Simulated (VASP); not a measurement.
# Y (Fm-3m) in VASP: notebook

The runs below take Y through single point, with PBEsol.

Everything below comes from runs of VASP 6.6.1. Logs are shortened: lines on timing, memory, paths and dates and some standing lists are left out, and cuts for length are marked.

**1. The cell of the first run**

Symmetry: Fm-3m, No. 225, cubic system. The conventional cell has a = 4.970 Å, b = 4.970 Å, c = 4.970 Å, α = 90.00°, β = 90.00°, γ = 90.00°. Y (site symmetry m-3m) has 12 Y at 3.51 Å within 4.6 Å.

This isn't the form of Y at room conditions, which is hcp.

**2. Single point, PBEsol**

INCAR

```
  PREC = Accurate
  ENCUT = 520
  EDIFF = 1E-6
  ISMEAR = 1
  SIGMA = 0.01
  LREAL = F
  LASPH = T
  NELM = 100
  ALGO = Normal
  ISIF = 2
  LWAVE = F
  LCHARG = F
  GGA = PS
  ISYM = 0
  NBANDS = 12
```

KPOINTS

```
Automatic mesh
0
Gamma
  6 6 6
  0.5 0.5 0.5
```

POSCAR

```
Y
1.0
    0.0000000000      2.4850000000      2.4850000000
    2.4850000000      0.0000000000      2.4850000000
    2.4850000000      2.4850000000      0.0000000000
Y
1
Direct
    0.0000000000      0.0000000000      0.0000000000
```

Potentials or basis: VASP PAW PBE potentials, release 64 (Y_sv).

Started as:

```sh
$ cat potpaw_PBE.64/Y_sv/POTCAR > POTCAR
$ mpirun -np 1 vasp_std > vasp.out
```

OUTCAR:

```text
PREC = Accurate
   ENCUT = 520
   EDIFF = 1E-6
   ISMEAR = 1
   LREAL = F
   LASPH = T
   NELM = 100
   ISIF = 2
   GGA = PS
   ISYM = 0

 ion  position               nearest neighbor table
   1  0.000  0.000  0.000-

IMPORTANT INFORMATION: All symmetrisations will be switched off!
NOSYMM: (Re-)initialisation of all symmetry stuff for point group C_1.

----------------------------------------------------------------------------------------

                                     Primitive cell

  volume of cell :      30.6909

  direct lattice vectors                    reciprocal lattice vectors
     0.000000000  2.485000000  2.485000000    -0.201207243  0.201207243  0.201207243
     2.485000000  0.000000000  2.485000000     0.201207243 -0.201207243  0.201207243
     2.485000000  2.485000000  0.000000000     0.201207243  0.201207243 -0.201207243

  length of vectors
     3.514320702  3.514320702  3.514320702     0.348501169  0.348501169  0.348501169

  position of ions in fractional coordinates (direct lattice)
     0.000000000  0.000000000  0.000000000

  ion indices of the primitive-cell ions
   primitive index   ion index
                 1           1

----------------------------------------------------------------------------------------

 KPOINTS: Automatic mesh

Automatic generation of k-mesh.
 Grid dimensions read from file:
 generate k-points for:    6    6    6

 Generating k-lattice:

  Cartesian coordinates                     Fractional coordinates (reciprocal lattice)
    -0.033534541  0.033534541  0.033534541     0.166666667  0.000000000  0.000000000
     0.033534541 -0.033534541  0.033534541     0.000000000  0.166666667  0.000000000
     0.033534541  0.033534541 -0.033534541     0.000000000  0.000000000  0.166666667

  Length of vectors
     0.058083528  0.058083528  0.058083528

  Shift w.r.t. Gamma in fractional coordinates (k-lattice)
     0.500000000  0.500000000  0.500000000

 Subroutine IBZKPT returns following result:
 ===========================================

 Found    432 irreducible k-points:

 Following reciprocal coordinates:
            Coordinates               Weight
  0.083333  0.083333  0.083333      2.000000
  0.083333  0.000000  0.000000      2.000000
  0.000000  0.000000 -0.083333      2.000000
  0.000000  0.083333  0.000000      2.000000
  0.250000  0.083333  0.083333      2.000000
  0.083333  0.250000  0.083333      2.000000
[... 16 lines left out ...]
  0.000000  0.333333 -0.083333      2.000000
  0.333333  0.000000 -0.083333      2.000000
 [... further k-points ...]
   k-points           NKPTS =    432   k-points in BZ     NKDIM =    432   number of bands    NBANDS=     12
   number of dos      NEDOS =    301   number of ions     NIONS =      1
   total plane-waves  NPLWV =  21952
   dimension x,y,z NGX =    28 NGY =   28 NGZ =   28
   dimension x,y,z NGXF=    56 NGYF=   56 NGZF=   56
   ions per type =               1
   NGX,Y,Z   is equivalent  to a cutoff of  13.25, 13.25, 13.25 a.u.
   NGXF,Y,Z  is equivalent  to a cutoff of  26.49, 26.49, 26.49 a.u.
 SYSTEM =  unknown system
   PREC   = accura    normal or accurate (medium, high low for compatibility)
   ISTART =      0    job   : 0-new  1-cont  2-samecut
   ICHARG =      2    charge: 1-file 2-atom 10-const
   ISPIN  =      1    spin polarized calculation?
   LNONCOLLINEAR =      F non collinear calculations
   LSORBIT =      F    spin-orbit coupling
   LASPH  =      T    aspherical Exc in radial PAW
   ENCUT  =  520.0 eV  38.22 Ry    6.18 a.u.   6.53  6.53  6.53*2*pi/ulx,y,z
   NELM   =    100;   NELMIN=  2; NELMDL= -5     # of ELM steps
   EDIFF  = 0.1E-05   stopping-criterion for ELM
   LREAL  =      F    real-space projection
   EDIFFG = 0.1E-04   stopping-criterion for IOM
   NSW    =      0    number of steps for IOM
   IBRION =     -1    ionic relax: 0-MD 1-quasi-New 2-CG
   NFREE  =      0    steps in history (QN), initial steepest desc. (CG)
   ISIF   =      2    stress and relaxation
   ISYM   =      0    0-nonsym 1-usesym 2-fastsym
   POTIM  = 0.5000    time-step for ionic-motion
   TEBEG  =    0.0;   TEEND  =   0.0 temperature during run
   PSTRESS=    0.0 pullay stress
   NELECT =      11.0000    total number of electrons
   NUPDOWN=      -1.0000    fix difference up-down
   EMIN   =  10.00;   EMAX   =-10.00  energy-range for DOS
   EFERMI =   0.00;   METHOD = LEGACY
   ISMEAR =     1;   SIGMA  =   0.01  broadening in eV -4-tet -1-fermi 0-gaus
   EFERMI_NEDOS =   21; number of points for ismear=-14 and -15
   IALGO  =     38    algorithm
   IMIX   =      4    mixing-type and parameters
     AMIX     =   0.40;   BMIX     =  1.00
     AMIX_MAG =   1.60;   BMIX_MAG =  1.00
  volume/ion in A,a.u.               =      30.69       207.11
  Fermi-wavevector in a.u.,A,eV,Ry     =   1.162883  2.197530 18.399114  1.352297
  Thomas-Fermi vector in A             =   2.299439
   LORBIT       =      0    0 simple, 1 ext, 2 COOP (PROOUT), +10 PAW based schemes
   GGA     = PS    functional components
   LHFCALC =     F    Hartree Fock is set to
   AEXX    =    0.0000 exact exchange contribution
   IVDW    =     0    specifies the selected vdW correction
   LEPSILON=     F    determine dielectric tensor
   LRPA    =     F    only Hartree local field effects (RPA)
 non-spin polarized calculation
 Methfessel and Paxton  Order N= 1 SIGMA  =   0.01
  energy-cutoff  :      520.00
  volume of cell :       30.69
 maximum number of plane-waves:       854
 NGX is ok and might be reduce to    28
   NGX = 13   NGY = 13   NGZ = 13

 number of electron      10.9999999 magnetization

 Free energy of the ion-electron system (eV)
  ---------------------------------------------------
  ext. energy  EPLUGINS =         0.00000000
  ---------------------------------------------------
  free energy    TOTEN  =        -6.79997897 eV

  energy without entropy =       -6.79977172  energy(sigma->0) =       -6.79990988

 E-fermi :   3.2460     XC(G=0):  -9.7993

 val. band max:        3.1368101359   @ k =  -0.2500   0.1667   0.3333
 cond. band min:       3.2478796137   @ k =  -0.1667   0.0833  -0.3333
 fundamental gap:      0.1110694779
 Fermi energy:         3.2459788037

 k-point     1 :       0.0833    0.0833    0.0833
  band No.  band energies     occupation
      1     -39.1713      2.00000
      2     -18.8942      2.00000
      3     -18.8507      2.00000
      4     -18.8507      2.00000
      5      -1.4052      2.00000
      6       4.9029      0.00000
      7       5.1947      0.00000
      8       5.1947      0.00000
      9       7.1705      0.00000
     10       7.1705      0.00000
     11      12.8444      0.00000
     12      15.0758      0.00000

 k-point     2 :       0.0833    0.0000    0.0000
  band No.  band energies     occupation
      1     -39.1713      2.00000
      2     -18.8942      2.00000
      3     -18.8507      2.00000
      4     -18.8507      2.00000
      5      -1.4052      2.00000
      6       4.9029      0.00000
      7       5.1947      0.00000
      8       5.1947      0.00000
      9       7.1705      0.00000
     10       7.1705      0.00000
     11      12.8444      0.00000
     12      15.0758      0.00000

 k-point     3 :       0.0000    0.0000   -0.0833
  band No.  band energies     occupation
      1     -39.1713      2.00000
      2     -18.8942      2.00000
      3     -18.8507      2.00000
      4     -18.8507      2.00000
      5      -1.4052      2.00000
      6       4.9029      0.00000
      7       5.1947      0.00000
      8       5.1947      0.00000
      9       7.1705      0.00000
     10       7.1705      0.00000
     11      12.8444      0.00000
     12      15.0758      0.00000

 k-point     4 :       0.0000    0.0833    0.0000
  band No.  band energies     occupation
      1     -39.1713      2.00000
      2     -18.8942      2.00000
      3     -18.8507      2.00000
      4     -18.8507      2.00000
      5      -1.4052      2.00000
      6       4.9029      0.00000
      7       5.1947      0.00000
      8       5.1947      0.00000
      9       7.1705      0.00000
     10       7.1705      0.00000
     11      12.8444      0.00000
     12      15.0758      0.00000

 k-point     5 :       0.2500    0.0833    0.0833
  band No.  band energies     occupation
      1     -39.1450      2.00000
      2     -19.0970      2.00000
      3     -18.9126      2.00000
      4     -18.8673      2.00000
      5      -0.5057      2.00000
      6       4.1786      0.00000
      7       5.3254      0.00000
      8       5.5529      0.00000
      9       6.5750      0.00000
     10       7.4709      0.00000
     11      13.5771      0.00000
     12      14.7330      0.00000
[... 228 lines left out ...]
      1     -39.1043      2.00000
      2     -19.4133      2.00000
      3     -18.9631      2.00000
      4     -18.9148      2.00000
      5       0.9498      2.00000
      6       3.7328      0.00000
      7       4.8903      0.00000
      8       5.2319      0.00000
      9       7.6528      0.00000
     10       8.6617      0.00000
     11      12.0401      0.00000
     12      13.8917      0.00000

 k-point    22 :       0.0833   -0.3333    0.0000
  band No.  band energies     occupation
      1     -39.1043      2.00000
      2     -19.4133      2.00000
      3     -18.9631      2.00000
      4     -18.9148      2.00000
      5       0.9498      2.00000
      6       3.7328      0.00000
      7       4.8903      0.00000
      8       5.2319      0.00000
      9       7.6528      0.00000
     10       8.6617      0.00000
     11      12.0401      0.00000
     12      13.8917      0.00000

 k-point    23 :       0.0000    0.3333   -0.0833
  band No.  band energies     occupation
      1     -39.1043      2.00000
      2     -19.4133      2.00000
      3     -18.9631      2.00000
      4     -18.9148      2.00000
      5       0.9498      2.00000
      6       3.7328      0.00000
      7       4.8903      0.00000
      8       5.2319      0.00000
      9       7.6528      0.00000
     10       8.6617      0.00000
     11      12.0401      0.00000
     12      13.8917      0.00000

 k-point    24 :       0.3333    0.0000   -0.0833
  band No.  band energies     occupation
      1     -39.1043      2.00000
      2     -19.4133      2.00000
      3     -18.9631      2.00000
      4     -18.9148      2.00000
      5       0.9498      2.00000
      6       3.7328      0.00000
      7       4.8903      0.00000
      8       5.2319      0.00000
      9       7.6528      0.00000
     10       8.6617      0.00000
     11      12.0401      0.00000
     12      13.8917      0.00000

 [... further k-points ...]

------------------------ aborting loop because EDIFF is reached ----------------------------------------

  FORCE on cell =-STRESS in cart. coord.  units (eV):
  Direction    XX          YY          ZZ          XY          YZ          ZX
  --------------------------------------------------------------------------------------
  -------------------------------------------------------------------------------------
  Total        0.0064914      0.0064940      0.0064917      0.0000005      0.0000005      0.0000014
  in kB        0.3388749      0.3390099      0.3388922      0.0000240      0.0000256      0.0000741
  external PRESSURE =       0.3389256 kB  Pullay stress =       0.0000000 kB

 VOLUME and BASIS-vectors are now :
 -----------------------------------------------------------------------------
  energy-cutoff  :      520.00
  volume of cell :       30.69
      direct lattice vectors                 reciprocal lattice vectors
     0.000000000  2.485000000  2.485000000    -0.201207243  0.201207243  0.201207243
     2.485000000  0.000000000  2.485000000     0.201207243 -0.201207243  0.201207243
     2.485000000  2.485000000  0.000000000     0.201207243  0.201207243 -0.201207243

 POSITION                                       TOTAL-FORCE (eV/Angst)
 -----------------------------------------------------------------------------------
      0.00000      0.00000      0.00000         0.000000     -0.000000      0.000000
 -----------------------------------------------------------------------------------
    total drift:                                0.000000     -0.000000      0.000000

  FREE ENERGIE OF THE ION-ELECTRON SYSTEM (eV)
  ---------------------------------------------------
  free  energy   TOTEN  =        -6.7999789678 eV

  energy  without entropy=       -6.7997717166  energy(sigma->0) =       -6.79990988
```

Run time: 1.9 min. Hardware: 1 thread of Intel Xeon Platinum 8488C (Sapphire Rapids), shared host; peak memory 0.31 GiB.

Results:

```
Free energy            : -6.8000 eV
Pressure               : 0.0 GPa
Band gap on the k mesh : zero (an odd number of electrons rules out a gap without spin polarisation)
```

Caveat: the k points lie up to 0.36 Å⁻¹ apart, too coarse for converged energies and pressures of a metal; the PAW data sets were made with another functional, which shifts forces and pressure a little.

**3. Single point, PBEsol, non-collinear spin, zero start, spin-orbit coupling**

INCAR

```
SYSTEM = Y
PREC = Accurate
ENCUT = 520
EDIFF = 1E-7
ISMEAR = 1
SIGMA = 0.01
LREAL = .FALSE.
LASPH = .TRUE.
NELM = 150
ALGO = Normal
ISIF = 2
LWAVE = .FALSE.
LCHARG = .FALSE.
MAGMOM = 0 0 0
LORBIT = 11
LSORBIT = .TRUE.
GGA_COMPAT = .FALSE.
LORBMOM = .TRUE.
LMAXMIX = 4
GGA = PS
NBANDS = 22
ISYM = -1
```

KPOINTS is that of step 2.

POSCAR is that of step 2.

Potentials or basis: VASP PAW PBE potentials, release 64 (Y_sv).

Started as:

```sh
$ cat potpaw_PBE.64/Y_sv/POTCAR > POTCAR
$ mpirun -np 1 vasp_ncl > vasp.out
```

Run time: 6.8 min. Hardware: 1 thread of Intel Xeon Platinum 8488C (Sapphire Rapids), shared host; peak memory 0.41 GiB.

The run converged. Its results:

* Free energy: -6.8503 eV
* Pressure: 0.0 GPa
* Net moment: 0.06 μB per cell
* Valence electrons inside the program's atomic spheres: Y 9.53

Stress tensor (GPa, compression positive):
```
 0.01 -0.07 -0.07
-0.07  0.01 -0.07
-0.07 -0.07  0.01
```

Moments on the atoms (μB; x, y, z):
```
Y   -0.04  0.00  0.01
```

Caveat: the k points lie up to 0.36 Å⁻¹ apart; the PAW data sets were made with another functional, which shifts forces and pressure a little.
